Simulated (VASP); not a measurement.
# ReP2: relaxation of cell and atoms with PBEsol

The system is ReP2.

```
Re P
1.0
     3.10559    0.00000    0.00000
    -1.55280    2.68952    0.00000
     0.00000    0.00000    5.00996
Re P
1 2
Direct
  0.00000 0.00000 0.00000
  0.33333 0.66667 0.25200
  0.66667 0.33333 0.74800
```

```json
{"Program": "VASP 6.6.1", "Task": "relaxation of cell and atoms", "Functional": "PBEsol", "Potentials or basis": "VASP PAW PBE potentials, release 64 (Re, P)", "Cutoff": "600 eV", "k mesh": "12 × 12 × 6", "Occupations": "gaussian, width 0.05 eV", "Spin": "no spin polarisation", "Dipole correction": "no", "Further INCAR settings": "ALGO = Normal; EDIFF = 1e-06; IBRION = 2; EDIFFG = -0.01; NSW = 80; ISIF = 3"}
```

```json
{"Relaxed volume": "13.72 Å³/atom", "Relaxed cell": "a = 3.052 Å, b = 3.052 Å, c = 5.102 Å, α = 90.00°, β = 90.00°, γ = 120.00°", "Space group after relaxing (to 0.1 Å)": "P-3m1 (No. 164)", "Pressure after relaxing": "0.0 GPa", "Band gap on the k mesh": "zero (an odd number of electrons rules out a gap without spin polarisation)"}
```

Final structure:
```xyz
3
Lattice="3.0522 0.0000 0.0000 -1.5261 2.6433 0.0000 0.0000 0.0000 5.1018" Properties=species:S:1:pos:R:3 pbc="T T T"
Re    0.0000    0.0000    0.0000
P     0.0000    1.7622    1.6775
P     1.5261    0.8811    3.4244
```

Levels at points of the mesh, in eV from the Fermi level:
| k point | band 6 | band 7 | band 8 | band 9 | band 10 | band 11 |
| --- | --- | --- | --- | --- | --- | --- |
| (0.00, 0.00, 0.00) | -2.29 | -1.06 | -1.06 | 2.60 | 2.60 | 2.87 |
| (0.50, 0.00, 0.00) | -3.20 | -2.70 | -1.88 | -1.56 | 1.44 | 2.60 |
| (0.00, 0.00, 0.50) | -3.36 | -1.22 | -1.22 | 0.98 | 0.98 | 3.50 |
| (0.50, 0.00, 0.50) | -4.08 | -3.54 | 1.05 | 1.40 | 1.47 | 1.75 |

It took 7.7 min on 1 thread of Intel(R) Xeon(R) Platinum 8559C (Emerald Rapids), on a shared host, peak memory 0.25 GiB.

Caveat: the PAW data sets were made with another functional, which shifts forces and pressure a little; spin-orbit coupling is left out, which moves the levels of the heavy elements.
